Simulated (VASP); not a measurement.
Input of a VASP 6.6.1 run:

INCAR

```
SYSTEM = TaN
ALGO = Normal
EDIFF = 1E-6
ENCUT = 520
GGA = PE
ISIF = 2
ISMEAR = -1
LASPH = .TRUE.
LCHARG = .FALSE.
LREAL = .FALSE.
LWAVE = .FALSE.
NBANDS = 33
NELM = 80
PREC = Accurate
SIGMA = 0.05
```

KPOINTS

```
k-points
0
G
  5 5 8
  0 0 0
```

File POSCAR:

```
TaN
1.0
    5.1850002000      0.0000000000      0.0000000000
   -2.5925001000      4.4903418900      0.0000000000
    0.0000000000      0.0000000000      2.9370805353
Ta N
3 3
Direct
    0.0000000000      0.0000000000      0.0000000000
    0.3333333333      0.6666666667      0.5000000000
    0.6666666667      0.3333333333      0.5000000000
    0.5000000000      0.0000000000      0.0000000000
    0.5000000000      0.5000000000      0.0000000000
    0.0000000000      0.5000000000      0.0000000000
```

Potentials or basis: VASP PAW PBE potentials, release 64 (Ta_pv, N).

Command:

```sh
$ cat potpaw_PBE.64/Ta_pv/POTCAR potpaw_PBE.64/N/POTCAR > POTCAR
$ mpirun -np 1 vasp_std > vasp.out
```

Q: Estimate the band gap on the k mesh.

A: Zero (band 24 reaches 8.99 eV, above the bottom of band 25 at 6.92 eV).

Q: What does it give for the pressure?

A: 7.0 GPa.

Stress tensor (GPa, compression positive):
```
8.50 0.00 0.00
0.00 8.50 0.00
0.00 0.00 4.04
```

Caveat: spin-orbit coupling is left out, which moves the levels of the heavy elements.
